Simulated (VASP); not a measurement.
Set up this calculation in VASP 6.6.1, as the native input.

```yaml
Task: relaxation of cell and atoms
Functional: PBE
Potentials_or_basis: VASP PAW PBE potentials, release 64 (Ir, Pt)
Cutoff: 500 eV
k_mesh: 6 × 6 × 6
Occupations: gaussian, width 0.1 eV
Spin: no spin polarisation
Dipole_correction: no
Further_INCAR_settings: ALGO = Normal; EDIFF = 1e-07; IBRION = 2; EDIFFG = -0.04; NSW = 90; ISIF = 3
```

The structure of Ir2Pt lies in POSCAR:

```
Ir2Pt
1.0
    0.0000000000      2.7853832700      2.7853832700
    2.7853832700      0.0000000000      2.7853832700
    2.7853832700      2.7853832700      0.0000000000
Ir Pt
2 1
Direct
    0.2500000000      0.2500000000      0.2500000000
    0.7500000000      0.7500000000      0.7500000000
    0.0000000000      0.0000000000      0.0000000000
```

The cell was built from a structure type or drawn by symmetry, and may not be a known phase.

The input as run:

INCAR

```
ALGO = Normal
EDIFF = 1E-7
EDIFFG = -0.04
ENCUT = 500
GGA = PE
GGA_COMPAT = F
IBRION = 2
ISIF = 3
ISMEAR = 0
LASPH = T
LCHARG = F
LREAL = F
LWAVE = F
NELM = 120
NELMIN = 4
NSW = 90
PREC = Accurate
SIGMA = 0.1
```

KPOINTS

```
k-points
0
Gamma
  6 6 6
```

Potentials or basis: VASP PAW PBE potentials, release 64 (Ir, Pt).

The run is started by

```bash
$ cat potpaw_PBE.64/Ir/POTCAR potpaw_PBE.64/Pt/POTCAR > POTCAR
$ mpirun -np 1 vasp_std > vasp.out
```

It gave:

```yaml
Relaxed_volume: 17.63 Å³/atom
Relaxed_cell: a = 4.213 Å, b = 4.213 Å, c = 4.213 Å, α = 60.00°, β = 60.00°, γ = 60.00°
Space_group_after_relaxing_to_0.1_Å: Fm-3m (No. 225)
Pressure_after_relaxing: -0.3 GPa
Band_gap_on_the_k_mesh: zero (bands 14 and 15 overlap by 0.65 eV)
```

Caveat: the volume moved by over 15 % at a fixed basis, so the end points are rough; spin-orbit coupling is left out, which moves the levels of the heavy elements.

Run time: 54 s on 1 thread of Intel(R) Xeon(R) 6975P-C (Granite Rapids), with other jobs on the host, peak memory 0.18 GiB.
